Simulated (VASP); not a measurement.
# Sb (P6_3/mmc) in VASP: a series of runs

Runs on Sb. Level: LDA. Tasks: single point.

Program: VASP 6.6.1. These are calculated values, not measurements. Logs are shortened: lines on timing, memory, paths and dates and some standing lists are left out, and cuts for length are marked.

### Step 1. The cell of the first run

Symmetry: P6_3/mmc, No. 194, hexagonal system. Conventional cell: a = 3.296 Å, b = 3.296 Å, c = 5.449 Å, α = 90.00°, β = 90.00°, γ = 120.00°. Sb (site symmetry -6m2) has 12 Sb at 3.30 to 3.32 Å within 4.3 Å.

### Step 2. Single point, LDA

Input file INCAR:

```
SYSTEM = Sb
ALGO     = Normal         ! electronic algorithm
EDIFF    = 1E-6           ! SCF threshold, eV
ENCUT    = 520            ! plane-wave cutoff, eV
GGA      = CA             ! functional
ISIF     = 2              ! what is computed and relaxed
ISMEAR   = -1             ! smearing method
LASPH    = .True.         ! aspherical terms in the spheres
LCHARG   = .False.        ! write CHGCAR
LREAL    = .False.        ! projectors in reciprocal space
LWAVE    = .False.        ! write WAVECAR
NBANDS   = 12             ! bands
NELM     = 60             ! most SCF steps
PREC     = Accurate       ! precision mode
SIGMA    = 0.1            ! smearing width, eV
```

Input file KPOINTS:

```
k-points
0
Gamma
  11 11 6
  0 0 0
```

Input file POSCAR:

```
Sb
1.0
    3.2957392844      0.0000000000      0.0000000000
   -1.6478696422      2.8541939446      0.0000000000
    0.0000000000      0.0000000000      5.4489211363
Sb
2
Direct
    0.3333333333      0.6666666667      0.2500000000
    0.6666666667      0.3333333333      0.7500000000
```

Potentials or basis: VASP PAW LDA potentials, release 64 (Sb).

On the command line:

```console
> cat potpaw_LDA.64/Sb/POTCAR > POTCAR
> mpirun -np 1 vasp_std > vasp.out
```

OUTCAR:

```text
SYSTEM = Sb
   EDIFF = 1E-6
   ENCUT = 520
   GGA = CA
   ISIF = 2
   ISMEAR = -1
   LASPH = .True.
   LREAL = .False.
   NELM = 60
   PREC = Accurate

 ion  position               nearest neighbor table
   1  0.333  0.667  0.250-   2 3.32   2 3.32   2 3.32   2 3.32   2 3.32   2 3.32
   2  0.667  0.333  0.750-   1 3.32   1 3.32   1 3.32   1 3.32   1 3.32   1 3.32

  LATTYP: Found a hexagonal cell.
 ALAT       =     3.2957392844
 C/A-ratio  =     1.6533228712

  Lattice vectors:

 A1 = (   3.2957392844,   0.0000000000,   0.0000000000)
 A2 = (  -1.6478696422,   2.8541939446,   0.0000000000)
 A3 = (   0.0000000000,   0.0000000000,   5.4489211363)

Analysis of symmetry for initial positions (statically):
=====================================================================
 Subroutine PRICEL returns:
 Original cell was already a primitive cell.

 Routine SETGRP: Setting up the symmetry group for a
 hexagonal supercell.

 Subroutine GETGRP returns: Found 24 space group operations
 (whereof 12 operations were pure point group operations)
 out of a pool of 24 trial point group operations.

The static configuration has the point symmetry D_3d.
 The point group associated with its full space group is D_6h.

Analysis of symmetry for dynamics (positions and initial velocities):
=====================================================================
 Subroutine PRICEL returns:
 Original cell was already a primitive cell.

 Routine SETGRP: Setting up the symmetry group for a
 hexagonal supercell.

 Subroutine GETGRP returns: Found 24 space group operations
 (whereof 12 operations were pure point group operations)
 out of a pool of 24 trial point group operations.

The dynamic configuration has the point symmetry D_3d.
 The point group associated with its full space group is D_6h.

 Subroutine INISYM returns: Found 24 space group operations
 (whereof 12 operations are pure point group operations),
 and found     1 'primitive' translations

----------------------------------------------------------------------------------------

                                     Primitive cell

  volume of cell :      51.2563

  direct lattice vectors                    reciprocal lattice vectors
     3.295739284  0.000000000  0.000000000     0.303422059  0.175180808  0.000000000
    -1.647869642  2.854193945  0.000000000     0.000000000  0.350361615  0.000000000
     0.000000000  0.000000000  5.448921136     0.000000000  0.000000000  0.183522568

[... 86 lines left out ...]
   NSW    =      0    number of steps for IOM
   IBRION =     -1    ionic relax: 0-MD 1-quasi-New 2-CG
   NFREE  =      0    steps in history (QN), initial steepest desc. (CG)
   ISIF   =      2    stress and relaxation
   ISYM   =      2    0-nonsym 1-usesym 2-fastsym
   POTIM  = 0.5000    time-step for ionic-motion
   TEBEG  =    0.0;   TEEND  =   0.0 temperature during run
   PSTRESS=    0.0 pullay stress
   NELECT =      10.0000    total number of electrons
   NUPDOWN=      -1.0000    fix difference up-down
   EMIN   =  10.00;   EMAX   =-10.00  energy-range for DOS
   EFERMI =   0.00;   METHOD = LEGACY
   ISMEAR =    -1;   SIGMA  =   0.10  broadening in eV -4-tet -1-fermi 0-gaus
   EFERMI_NEDOS =   21; number of points for ismear=-14 and -15
   IALGO  =     38    algorithm
   IMIX   =      4    mixing-type and parameters
     AMIX     =   0.40;   BMIX     =  1.00
     AMIX_MAG =   1.60;   BMIX_MAG =  1.00
  volume/ion in A,a.u.               =      25.63       172.95
  Fermi-wavevector in a.u.,A,eV,Ry     =   0.949495  1.794285 12.266199  0.901540
  Thomas-Fermi vector in A             =   2.077783
   LORBIT       =      0    0 simple, 1 ext, 2 COOP (PROOUT), +10 PAW based schemes
   GGA     = CA    functional components
   LHFCALC =     F    Hartree Fock is set to
   AEXX    =    0.0000 exact exchange contribution
   IVDW    =     0    specifies the selected vdW correction
   LEPSILON=     F    determine dielectric tensor
   LRPA    =     F    only Hartree local field effects (RPA)
 non-spin polarized calculation
  energy-cutoff  :      520.00
  volume of cell :       51.26
 maximum number of plane-waves:      1406
 NGX is ok and might be reduce to    28
   NGX = 13   NGY = 13   NGZ = 21

 number of electron      10.0000000 magnetization

 Free energy of the ion-electron system (eV)
  ---------------------------------------------------
  ext. energy  EPLUGINS =         0.00000000
  ---------------------------------------------------
  free energy    TOTEN  =        -9.18837965 eV

  energy without entropy =       -9.15747299  energy(sigma->0) =       -9.17292632

 E-fermi :   9.1295     XC(G=0): -10.5843

 val. band max:        9.0272828103   @ k =   0.1818   0.0000   0.0000
 cond. band min:       9.1456403216   @ k =   0.4545   0.0000   0.3333
 fundamental gap:      0.1183575112
 Fermi energy:         9.1294930458

 k-point     1 :       0.0000    0.0000    0.0000
  band No.  band energies     occupation
      1      -4.2630      2.00000
      2      -0.3824      2.00000
      3       2.9434      2.00000
      4      12.9617      0.00000
      5      12.9617      0.00000
      6      14.5634      0.00000
      7      14.6177      0.00000
      8      14.6177      0.00000
      9      17.1319      0.00000
     10      18.0624      0.00000
     11      19.0828      0.00000
     12      19.0828      0.00000
[... 331 lines left out ...]
 k-point    24 :       0.1818    0.0909    0.1667
  band No.  band energies     occupation
      1      -3.0563      2.00000
      2      -0.0397      2.00000
      3       4.8610      2.00000
      4       7.9892      1.99998
      5       9.5698      0.02419
      6      10.9591      0.00000
      7      12.6545      0.00000
      8      13.2285      0.00000
      9      16.2079      0.00000
     10      17.0326      0.00000
     11      17.6968      0.00000
     12      18.7653      0.00000

 [... further k-points ...]
[... 5 lines left out ...]
  --------------------------------------------------------------------------------------
  -------------------------------------------------------------------------------------
  Total        0.0375784      0.0375784      0.0430487      0.0000000      0.0000000     -0.0000000
  in kB        1.1746316      1.1746316      1.3456232      0.0000000      0.0000000     -0.0000000
  external PRESSURE =       1.2316288 kB  Pullay stress =       0.0000000 kB

 VOLUME and BASIS-vectors are now :
 -----------------------------------------------------------------------------
  energy-cutoff  :      520.00
  volume of cell :       51.26
      direct lattice vectors                 reciprocal lattice vectors
     3.295739284  0.000000000  0.000000000     0.303422059  0.175180808  0.000000000
    -1.647869642  2.854193945  0.000000000     0.000000000  0.350361615  0.000000000
     0.000000000  0.000000000  5.448921136     0.000000000  0.000000000  0.183522568

 POSITION                                       TOTAL-FORCE (eV/Angst)
 -----------------------------------------------------------------------------------
     -0.00000      1.90280      1.36223        -0.000000      0.000000      0.000000
      1.64787      0.95140      4.08669         0.000000     -0.000000      0.000000
 -----------------------------------------------------------------------------------
    total drift:                                0.000000     -0.000000      0.000000

  FREE ENERGIE OF THE ION-ELECTRON SYSTEM (eV)
  ---------------------------------------------------
  free  energy   TOTEN  =        -9.1883796483 eV

  energy  without entropy=       -9.1574729929  energy(sigma->0) =       -9.17292632
```

stdout:

```text
POSCAR found type information on POSCAR Sb
 POSCAR found :  1 types and       2 ions
 scaLAPACK will be used
 LDA part: xc-table for (Slater(with rela. corr.)+CA(PZ))
 , standard interpolation
 POSCAR, INCAR and KPOINTS ok, starting setup
 FFT: planning ... GRIDC
 FFT: planning ... GRID_SOFT
 FFT: planning ... GRID
 WAVECAR not read
 entering main loop
```

It took 10 s on 1 thread of Intel Xeon 6975P-C (Granite Rapids), shared host; peak memory 0.16 GiB.

What came out:

```
Free energy            : -9.1884 eV
Pressure               : 0.1 GPa
Band gap on the k mesh : zero (band 5 reaches 13.78 eV, above the bottom of band 6 at 6.09 eV)
```

Levels at points of the mesh, in eV from the Fermi level:
```tsv
k point	band 2	band 3	band 4	band 5	band 6	band 7	band 8	band 9
(0.00, 0.00, 0.00)	-9.51	-6.19	3.83	3.83	5.43	5.49	5.49	8.00
(0.00, 0.00, 0.50)	-12.14	-1.02	-1.02	4.66	4.66	4.66	4.66	8.88
```

Caveat: spin-orbit coupling is left out, which moves the levels of the heavy elements.

### Step 3. Single point, LDA (volume scaled by 0.88)

Input file INCAR:

```
  ALGO = Normal
  EDIFF = 1E-6
  ENCUT = 520
  ISIF = 2
  ISMEAR = -1
  LASPH = True
  LCHARG = False
  LREAL = False
  LWAVE = False
  NBANDS = 12
  NELM = 60
  PREC = Accurate
  SIGMA = 0.1
```

Input file KPOINTS:

```
k-points
0
Gamma
  12 12 7
```

Input file POSCAR:

```
Sb
1.0
    3.1582541302      0.0000000000      0.0000000000
   -1.5791270651      2.7351283084      0.0000000000
    0.0000000000      0.0000000000      5.2216137864
Sb
2
Direct
    0.3333333333      0.6666666667      0.2500000000
    0.6666666667      0.3333333333      0.7500000000
```

Potentials or basis: VASP PAW LDA potentials, release 64 (Sb).

On the command line:

```console
> cat potpaw_LDA.64/Sb/POTCAR > POTCAR
> mpirun -np 1 vasp_std > vasp.out
```

It took 7.8 s on 1 thread of Intel Xeon 6975P-C (Granite Rapids), shared host; peak memory 0.15 GiB.

It converged, with:

```yaml
Free_energy: -8.9355 eV
Pressure: 12.7 GPa
Band_gap_on_the_k_mesh: zero (band 5 reaches 16.26 eV, above the bottom of band 6 at 7.36 eV)
```

Stress tensor (GPa, compression positive):
```
13.83  0.00  0.00
 0.00 13.83  0.00
 0.00  0.00 10.54
```

Levels at points of the mesh, in eV from the Fermi level:
```
           k point  band 1  band 2  band 3  band 4  band 5  band 6  band 7  band 8  band 9  band 10
(0.00, 0.00, 0.00)  -14.51   -9.85   -7.08    4.52    4.52    6.45    6.45    6.47    8.62     9.09
(0.50, 0.00, 0.00)  -10.00   -8.64   -4.71   -3.69   -2.82   -0.46    0.46    4.43    4.58     7.99
```

Caveat: spin-orbit coupling is left out, which moves the levels of the heavy elements.

### Step 4. Single point, LDA (volume scaled by 0.92)

Input file INCAR:

```
PREC     = Accurate       # precision mode
ENCUT    = 520            # plane-wave cutoff, eV
EDIFF    = 1E-6           # SCF threshold, eV
ISMEAR   = -1             # smearing method
SIGMA    = 0.1            # smearing width, eV
LREAL    = False          # projectors in reciprocal space
LASPH    = True           # aspherical terms in the spheres
NELM     = 80             # most SCF steps
ALGO     = Normal         # electronic algorithm
ISIF     = 2              # what is computed and relaxed
LWAVE    = False          # write WAVECAR
LCHARG   = True           # write CHGCAR
LELF     = True           # ELF
LVHAR    = True         
NBANDS   = 12             # bands
```

Input file KPOINTS:

```
Automatic mesh
0
Gamma
  12 12 7
```

Input file POSCAR:

```
Sb
1.0
    3.2053992022      0.0000000000      0.0000000000
   -1.6026996011      2.7759571384      0.0000000000
    0.0000000000      0.0000000000      5.2995598121
Sb
2
Direct
    0.3333333333      0.6666666667      0.2500000000
    0.6666666667      0.3333333333      0.7500000000
```

On the command line:

```console
> cat potpaw_LDA.64/Sb/POTCAR > POTCAR
> mpirun -np 1 vasp_std > vasp.out
```

Wall time 8.6 s (1 thread of Intel Xeon 6975P-C (Granite Rapids), shared host); peak memory 0.16 GiB.

The run converged. Its results:

```
Free energy            : -9.0645 eV
Pressure               : 7.6 GPa
Band gap on the k mesh : zero (band 5 reaches 15.30 eV, above the bottom of band 6 at 6.87 eV)
```

Stress tensor (GPa, compression positive):
```
8.44 0.00 0.00
0.00 8.44 0.00
0.00 0.00 5.99
```

Levels at points of the mesh, in eV from the Fermi level:
| k point | band 3 | band 4 | band 5 | band 6 | band 7 | band 8 |
| --- | --- | --- | --- | --- | --- | --- |
| (0.00, 0.00, 0.00) | -6.75 | 4.29 | 4.29 | 6.11 | 6.13 | 6.13 |
| (0.50, 0.00, 0.00) | -4.67 | -3.56 | -2.67 | -0.37 | 0.46 | 4.20 |

Caveat: spin-orbit coupling is left out, which moves the levels of the heavy elements.

### Step 5. Single point, LDA (volume scaled by 0.96)

Input file INCAR:

```
PREC = Accurate ; ENCUT = 520
EDIFF = 1E-6 ; ISMEAR = -1
SIGMA = 0.1 ; LREAL = F
LASPH = T ; NELM = 100
ALGO = Normal ; ISIF = 2
LWAVE = F ; LCHARG = F
GGA = CA ; NBANDS = 12
```

KPOINTS is that of step 4.

Input file POSCAR:

```
Sb
1.0
    3.2511968069      0.0000000000      0.0000000000
   -1.6255984034      2.8156190274      0.0000000000
    0.0000000000      0.0000000000      5.3752780394
Sb
2
Direct
    0.3333333333      0.6666666667      0.2500000000
    0.6666666667      0.3333333333      0.7500000000
```

On the command line:

```console
> cat potpaw_LDA.64/Sb/POTCAR > POTCAR
> mpirun -np 1 vasp_std > vasp.out
```

It took 7.7 s on 1 thread of Intel Xeon 6975P-C (Granite Rapids), shared host; peak memory 0.16 GiB.

It converged, with:

```
Free energy            : -9.1353 eV
Pressure               : 3.6 GPa
Band gap on the k mesh : zero (band 5 reaches 14.42 eV, above the bottom of band 6 at 6.42 eV)
```

Stress tensor (GPa, compression positive):
```
4.17 0.00 0.00
0.00 4.17 0.00
0.00 0.00 2.42
```

Levels at points of the mesh, in eV from the Fermi level:
```csv
k point,band 2,band 3,band 4,band 5,band 6,band 7,band 8,band 9
"(0.00, 0.00, 0.00)",-9.58,-6.44,4.07,4.07,5.78,5.82,5.82,8.23
"(0.50, 0.00, 0.00)",-8.32,-4.60,-3.43,-2.53,-0.28,0.46,3.99,4.56
```

Caveat: spin-orbit coupling is left out, which moves the levels of the heavy elements.

### Step 6. Single point, LDA

Input file INCAR:

```
SYSTEM = Sb
PREC     = Accurate       ! precision mode
ENCUT    = 520            ! plane-wave cutoff, eV
EDIFF    = 1E-7           ! SCF threshold, eV
ISMEAR   = -1             ! smearing method
SIGMA    = 0.1            ! smearing width, eV
LREAL    = .False.        ! projectors in reciprocal space
LASPH    = .True.         ! aspherical terms in the spheres
NELM     = 80             ! most SCF steps
ALGO     = Normal         ! electronic algorithm
ISIF     = 2              ! what is computed and relaxed
LWAVE    = .False.        ! write WAVECAR
LCHARG   = .False.        ! write CHGCAR
NBANDS   = 12             ! bands
```

Input file KPOINTS:

```
regular mesh
0
Gamma
  12 12 7
  0 0 0
```

Input file POSCAR:

```
Sb
1.0
    3.2957392844      0.0000000000      0.0000000000
   -1.6478696422      2.8541939446      0.0000000000
    0.0000000000      0.0000000000      5.4489211363
Sb
2
Direct
    0.3333333333      0.6666666667      0.2500000000
    0.6666666667      0.3333333333      0.7500000000
```

Potentials or basis: VASP PAW LDA potentials, release 64 (Sb).

On the command line:

```console
> cat potpaw_LDA.64/Sb/POTCAR > POTCAR
> mpirun -np 1 vasp_std > vasp.out
```

Run time: 15 s. Hardware: 1 thread of Intel Xeon 6975P-C (Granite Rapids), shared host; peak memory 0.17 GiB.

It converged, with:

```
Free energy            : -9.1601 eV
Pressure               : 0.4 GPa
Band gap on the k mesh : zero (band 5 reaches 13.60 eV, above the bottom of band 6 at 6.01 eV)
```

Stress tensor (GPa, compression positive):
```
 0.77  0.00  0.00
 0.00  0.77  0.00
 0.00  0.00 -0.40
```

Levels at points of the mesh, in eV from the Fermi level:
```tsv
k point	band 3	band 4	band 5	band 6	band 7	band 8
(0.00, 0.00, 0.00)	-6.15	3.87	3.87	5.47	5.53	5.53
(0.50, 0.00, 0.00)	-4.53	-3.31	-2.40	-0.20	0.45	3.79
```

Caveat: spin-orbit coupling is left out, which moves the levels of the heavy elements.

### Step 7. Summary

```csv
cell,k mesh,gap on the mesh (eV),pressure (GPa)
"a = 3.296, b = 3.296, c = 5.449 Å, angles 90.0, 90.0, 120.0°, 2 atoms",11 × 11 × 6,none,0.1
"a = 3.158, b = 3.158, c = 5.222 Å, angles 90.0, 90.0, 120.0°, 2 atoms",12 × 12 × 7,none,12.7
"a = 3.205, b = 3.205, c = 5.300 Å, angles 90.0, 90.0, 120.0°, 2 atoms",12 × 12 × 7,none,7.6
"a = 3.251, b = 3.251, c = 5.375 Å, angles 90.0, 90.0, 120.0°, 2 atoms",12 × 12 × 7,none,3.6
"a = 3.296, b = 3.296, c = 5.449 Å, angles 90.0, 90.0, 120.0°, 2 atoms",12 × 12 × 7,none,0.4
```

Alike in all rows: task single point; level LDA; potentials or basis VASP PAW LDA potentials, release 64 (Sb); no spin polarisation; cutoff (eV) 520; smearing fermi-dirac 0.1 eV.

Caveats: spin-orbit coupling is left out, which moves the levels of the heavy elements.

Absolute energies hang on the potentials; compare differences alone.
